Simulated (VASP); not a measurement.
# NaH (Fm-3m) in VASP: a series of runs

The runs below take NaH through single point, relaxation of cell and atoms, with r2SCAN.

All numbers are computed with VASP 6.6.1; they aren't measurements. Logs are shortened: lines on timing, memory, paths and dates and some standing lists are left out, and cuts for length are marked.

### 1 The cell of the first run

The structure is cubic, space group Fm-3m (No. 225). The conventional cell has a = 4.794 Å, b = 4.794 Å, c = 4.794 Å, α = 90.00°, β = 90.00°, γ = 90.00°. Within 3.2 Å of Na (site symmetry m-3m) lie 6 H at 2.40 Å. Within 3.2 Å of H (site symmetry m-3m) lie 6 Na at 2.40 Å.

### 2 Single point, r2SCAN

POSCAR reads:

```
NaH
1.0
    0.0000000000      2.3970316378      2.3970316378
    2.3970316378      0.0000000000      2.3970316378
    2.3970316378      2.3970316378      0.0000000000
Na H
1 1
Direct
    0.0000000000      0.0000000000      0.0000000000
    0.5000000000      0.5000000000      0.5000000000
```

INCAR.step1 reads:

```
PREC = Accurate ; ENCUT = 520
ISMEAR = 0 ; SIGMA = 0.02
LREAL = F ; LASPH = T
NELM = 100 ; NBANDS = 11
GGA = PE ; ALGO = Normal
EDIFF = 1E-4 ; LWAVE = T
LCHARG = F
```

INCAR.step2 reads:

```
PREC = Accurate ; ENCUT = 520
EDIFF = 1E-6 ; ISMEAR = 0
SIGMA = 0.02 ; LREAL = F
LASPH = T ; NELM = 100
ALGO = Normal ; ISIF = 2
LWAVE = F ; LCHARG = F
METAGGA = R2SCAN ; LMIXTAU = T
NBANDS = 11 ; ISTART = 1
```

KPOINTS reads:

```
Automatic mesh
0
Gamma
  8 8 8
```

Potentials or basis: VASP PAW PBE potentials, release 64 (Na_pv, H).

Launch:

```console
$ cat potpaw_PBE.64/Na_pv/POTCAR potpaw_PBE.64/H/POTCAR > POTCAR
$ cp INCAR.step1 INCAR
$ mpirun -np 1 vasp_std > vasp.out
$ cp INCAR.step2 INCAR
$ mpirun -np 1 vasp_std > vasp.out
```

OUTCAR:

```text
PREC = Accurate
   ENCUT = 520
   EDIFF = 1E-6
   ISMEAR = 0
   LREAL = F
   LASPH = T
   NELM = 100
   ISIF = 2
   METAGGA = R2SCAN
   ISTART = 1

 ion  position               nearest neighbor table
   1  0.000  0.000  0.000-
   2  0.500  0.500  0.500-

  LATTYP: Found a face centered cubic cell.
 ALAT       =     4.7940632756

  Lattice vectors:

 A1 = (   0.0000000000,   2.3970316378,   2.3970316378)
 A2 = (   2.3970316378,   0.0000000000,   2.3970316378)
 A3 = (   2.3970316378,   2.3970316378,   0.0000000000)

Analysis of symmetry for initial positions (statically):
=====================================================================
 Subroutine PRICEL returns:
 Original cell was already a primitive cell.

 Routine SETGRP: Setting up the symmetry group for a
 face centered cubic supercell.

 Subroutine GETGRP returns: Found 48 space group operations
 (whereof 48 operations were pure point group operations)
 out of a pool of 48 trial point group operations.

The static configuration has the point symmetry O_h .

Analysis of symmetry for dynamics (positions and initial velocities):
=====================================================================
 Subroutine PRICEL returns:
 Original cell was already a primitive cell.

 Routine SETGRP: Setting up the symmetry group for a
 face centered cubic supercell.

 Subroutine GETGRP returns: Found 48 space group operations
 (whereof 48 operations were pure point group operations)
 out of a pool of 48 trial point group operations.

The dynamic configuration has the point symmetry O_h .

 Subroutine INISYM returns: Found 48 space group operations
 (whereof 48 operations are pure point group operations),
 and found     1 'primitive' translations

----------------------------------------------------------------------------------------

                                     Primitive cell

  volume of cell :      27.5455

  direct lattice vectors                    reciprocal lattice vectors
     0.000000000  2.397031638  2.397031638    -0.208591323  0.208591323  0.208591323
     2.397031638  0.000000000  2.397031638     0.208591323 -0.208591323  0.208591323
     2.397031638  2.397031638  0.000000000     0.208591323  0.208591323 -0.208591323

  length of vectors
     3.389914652  3.389914652  3.389914652     0.361290769  0.361290769  0.361290769

  position of ions in fractional coordinates (direct lattice)
     0.000000000  0.000000000  0.000000000
     0.500000000  0.500000000  0.500000000

  ion indices of the primitive-cell ions
   primitive index   ion index
                 1           1
                 2           2

----------------------------------------------------------------------------------------

 KPOINTS: Automatic mesh

Automatic generation of k-mesh.
 Grid dimensions read from file:
 generate k-points for:    8    8    8

 Generating k-lattice:

  Cartesian coordinates                     Fractional coordinates (reciprocal lattice)
    -0.026073915  0.026073915  0.026073915     0.125000000  0.000000000  0.000000000
     0.026073915 -0.026073915  0.026073915     0.000000000  0.125000000  0.000000000
     0.026073915  0.026073915 -0.026073915     0.000000000  0.000000000  0.125000000

  Length of vectors
     0.045161346  0.045161346  0.045161346

  Shift w.r.t. Gamma in fractional coordinates (k-lattice)
     0.000000000  0.000000000  0.000000000

 Subroutine IBZKPT returns following result:
 ===========================================

 Found     29 irreducible k-points:

 Following reciprocal coordinates:
            Coordinates               Weight
  0.000000  0.000000  0.000000      1.000000
  0.125000  0.000000  0.000000      8.000000
  0.250000  0.000000  0.000000      8.000000
  0.375000  0.000000  0.000000      8.000000
  0.500000  0.000000  0.000000      4.000000
  0.125000  0.125000  0.000000      6.000000
[... 16 lines left out ...]
  0.500000  0.250000  0.125000     48.000000
 -0.375000  0.250000  0.125000     24.000000
 [... further k-points ...]
   k-points           NKPTS =     29   k-points in BZ     NKDIM =     29   number of bands    NBANDS=     11
   number of dos      NEDOS =    301   number of ions     NIONS =      2
   total plane-waves  NPLWV =  21952
   dimension x,y,z NGX =    28 NGY =   28 NGZ =   28
   dimension x,y,z NGXF=    56 NGYF=   56 NGZF=   56
   ions per type =               1   1
   NGX,Y,Z   is equivalent  to a cutoff of  13.73, 13.73, 13.73 a.u.
   NGXF,Y,Z  is equivalent  to a cutoff of  27.46, 27.46, 27.46 a.u.
 SYSTEM =  unknown system
   PREC   = accura    normal or accurate (medium, high low for compatibility)
   ISTART =      1    job   : 0-new  1-cont  2-samecut
   ICHARG =      0    charge: 1-file 2-atom 10-const
   ISPIN  =      1    spin polarized calculation?
   LNONCOLLINEAR =      F non collinear calculations
   LSORBIT =      F    spin-orbit coupling
   LASPH  =      T    aspherical Exc in radial PAW
   ENCUT  =  520.0 eV  38.22 Ry    6.18 a.u.   6.30  6.30  6.30*2*pi/ulx,y,z
   NELM   =    100;   NELMIN=  2; NELMDL=  0     # of ELM steps
   EDIFF  = 0.1E-05   stopping-criterion for ELM
   LREAL  =      F    real-space projection
   EDIFFG = 0.1E-04   stopping-criterion for IOM
   NSW    =      0    number of steps for IOM
   IBRION =     -1    ionic relax: 0-MD 1-quasi-New 2-CG
   NFREE  =      0    steps in history (QN), initial steepest desc. (CG)
   ISIF   =      2    stress and relaxation
   ISYM   =      2    0-nonsym 1-usesym 2-fastsym
   POTIM  = 0.5000    time-step for ionic-motion
   TEBEG  =    0.0;   TEEND  =   0.0 temperature during run
   PSTRESS=    0.0 pullay stress
   NELECT =       8.0000    total number of electrons
   NUPDOWN=      -1.0000    fix difference up-down
   EMIN   =  10.00;   EMAX   =-10.00  energy-range for DOS
   EFERMI =   0.00;   METHOD = LEGACY
   ISMEAR =     0;   SIGMA  =   0.02  broadening in eV -4-tet -1-fermi 0-gaus
   EFERMI_NEDOS =   21; number of points for ismear=-14 and -15
   IALGO  =     38    algorithm
   IMIX   =      4    mixing-type and parameters
     AMIX     =   0.40;   BMIX     =  1.00
     AMIX_MAG =   1.60;   BMIX_MAG =  1.00
  volume/ion in A,a.u.               =      13.77        92.94
  Fermi-wavevector in a.u.,A,eV,Ry     =   1.084146  2.048739 15.991911  1.175372
  Thomas-Fermi vector in A             =   2.220229
   LORBIT       =      0    0 simple, 1 ext, 2 COOP (PROOUT), +10 PAW based schemes
   METAGGA = R2SCAN    functional components
   LHFCALC =     F    Hartree Fock is set to
   AEXX    =    0.0000 exact exchange contribution
   IVDW    =     0    specifies the selected vdW correction
   LEPSILON=     F    determine dielectric tensor
   LRPA    =     F    only Hartree local field effects (RPA)
 non-spin polarized calculation
 Gauss-broadening in eV      SIGMA  =   0.02
  energy-cutoff  :      520.00
  volume of cell :       27.55
 maximum number of plane-waves:       754
 NGX is ok and might be reduce to    28
   NGX = 13   NGY = 13   NGZ = 13

 number of electron       7.9999992 magnetization

 Free energy of the ion-electron system (eV)
  ---------------------------------------------------
  ext. energy  EPLUGINS =         0.00000000
  ---------------------------------------------------
  free energy    TOTEN  =        -7.60248896 eV

  energy without entropy =       -7.60248896  energy(sigma->0) =       -7.60248896

 E-fermi :  -1.1850     XC(G=0):  -8.2264

 val. band max:       -1.3802585871   @ k =  -0.2500   0.5000   0.2500
 cond. band min:       3.0323170557   @ k =   0.5000   0.0000   0.0000
 fundamental gap:      4.4125756428
 Fermi energy:        -1.1849988470

 k-point     1 :       0.0000    0.0000    0.0000
  band No.  band energies     occupation
      1     -24.2358      2.00000
      2     -24.2355      2.00000
      3     -24.2355      2.00000
      4      -4.9971      2.00000
      5      10.2821      0.00000
      6      15.1537      0.00000
      7      15.1537      0.00000
      8      15.1538      0.00000
      9      16.1382      0.00000
     10      16.1382      0.00000
     11      16.1383      0.00000

 k-point     2 :       0.1250    0.0000    0.0000
  band No.  band energies     occupation
      1     -24.2499      2.00000
      2     -24.2374      2.00000
      3     -24.2371      2.00000
      4      -4.7218      2.00000
      5       9.2263      0.00000
      6      12.5819      0.00000
      7      14.3281      0.00000
      8      14.3282      0.00000
      9      17.0380      0.00000
     10      17.0383      0.00000
     11      17.4232      0.00000

 k-point     3 :       0.2500    0.0000    0.0000
  band No.  band energies     occupation
      1     -24.2841      2.00000
      2     -24.2414      2.00000
      3     -24.2411      2.00000
      4      -3.9431      2.00000
      5       6.6362      0.00000
      6      11.2020      0.00000
      7      13.4438      0.00000
      8      13.4441      0.00000
      9      17.2230      0.00000
     10      17.2236      0.00000
     11      18.8459      0.00000

 k-point     4 :       0.3750    0.0000    0.0000
  band No.  band energies     occupation
      1     -24.3179      2.00000
      2     -24.2453      2.00000
      3     -24.2450      2.00000
      4      -2.8696      2.00000
      5       4.1646      0.00000
      6      10.6409      0.00000
      7      12.8781      0.00000
      8      12.8785      0.00000
      9      16.6968      0.00000
     10      16.6977      0.00000
     11      19.1901      0.00000
[... 239 lines left out ...]
 k-point    22 :       0.3750    0.2500    0.1250
  band No.  band energies     occupation
      1     -24.2918      2.00000
      2     -24.2579      2.00000
      3     -24.2465      2.00000
      4      -3.3209      2.00000
      5       6.2441      0.00000
      6       8.6181      0.00000
      7      11.8070      0.00000
      8      14.7086      0.00000
      9      15.3398      0.00000
     10      17.9870      0.00000
     11      20.7639      0.00000

 k-point    23 :       0.5000    0.2500    0.1250
  band No.  band energies     occupation
      1     -24.3093      2.00000
      2     -24.2676      2.00000
      3     -24.2516      2.00000
      4      -2.3818      2.00000
      5       4.6918      0.00000
      6       7.4344      0.00000
      7      10.9354      0.00000
      8      14.8546      0.00000
      9      16.0478      0.00000
     10      18.1947      0.00000
     11      20.5088      0.00000

 k-point    24 :      -0.3750    0.2500    0.1250
  band No.  band energies     occupation
      1     -24.3168      2.00000
      2     -24.2705      2.00000
      3     -24.2545      2.00000
      4      -1.8524      2.00000
      5       3.8358      0.00000
      6       7.1675      0.00000
      7      10.5775      0.00000
      8      14.8220      0.00000
      9      15.9037      0.00000
     10      19.3008      0.00000
     11      21.5051      0.00000

 [... further k-points ...]

------------------------ aborting loop because EDIFF is reached ----------------------------------------

  FORCE on cell =-STRESS in cart. coord.  units (eV):
  Direction    XX          YY          ZZ          XY          YZ          ZX
  --------------------------------------------------------------------------------------
  -------------------------------------------------------------------------------------
  Total       -0.0507458     -0.0507458     -0.0507458      0.0000000      0.0000000      0.0000000
  in kB       -2.9516148     -2.9516148     -2.9516148      0.0000000      0.0000000      0.0000000
  external PRESSURE =      -2.9516148 kB  Pullay stress =       0.0000000 kB

 VOLUME and BASIS-vectors are now :
 -----------------------------------------------------------------------------
  energy-cutoff  :      520.00
  volume of cell :       27.55
      direct lattice vectors                 reciprocal lattice vectors
     0.000000000  2.397031638  2.397031638    -0.208591323  0.208591323  0.208591323
     2.397031638  0.000000000  2.397031638     0.208591323 -0.208591323  0.208591323
     2.397031638  2.397031638  0.000000000     0.208591323  0.208591323 -0.208591323

 POSITION                                       TOTAL-FORCE (eV/Angst)
 -----------------------------------------------------------------------------------
      0.00000      0.00000      0.00000        -0.000000     -0.000000     -0.000000
      2.39703      2.39703      2.39703         0.000000      0.000000      0.000000
 -----------------------------------------------------------------------------------
    total drift:                               -0.000000     -0.000000     -0.000000

  FREE ENERGIE OF THE ION-ELECTRON SYSTEM (eV)
  ---------------------------------------------------
  free  energy   TOTEN  =        -7.6024889599 eV

  energy  without entropy=       -7.6024889599  energy(sigma->0) =       -7.60248896
```

Wall time 23 s (1 thread of Intel Xeon 6975P-C (Granite Rapids), shared host); peak memory 0.16 GiB.

Results:

| Quantity | Value |
| --- | --- |
| Free energy | -7.6025 eV |
| Pressure | -0.3 GPa |
| Band gap on the k mesh | 4.41 eV, indirect (least direct gap 5.26 eV) |

Levels at points of the mesh, in eV from the valence-band top:
| k point | band 2 | band 3 | band 4 | band 5 | band 6 | band 7 |
| --- | --- | --- | --- | --- | --- | --- |
| (0.00, 0.00, 0.00) | -22.86 | -22.86 | -3.62 | 11.66 | 16.53 | 16.53 |
| (0.50, 0.00, 0.00) | -22.87 | -22.87 | -0.84 | 4.41 | 11.86 | 14.06 |
| (0.50, 0.50, 0.00) | -22.89 | -22.89 | -0.17 | 5.24 | 10.80 | 11.54 |

Caveat: the PAW data sets were made with another functional, which shifts forces and pressure a little. r2SCAN opens gaps a little over a GGA but as a rule still falls short of measured ones.

(Part 1 of 2 ends here.)
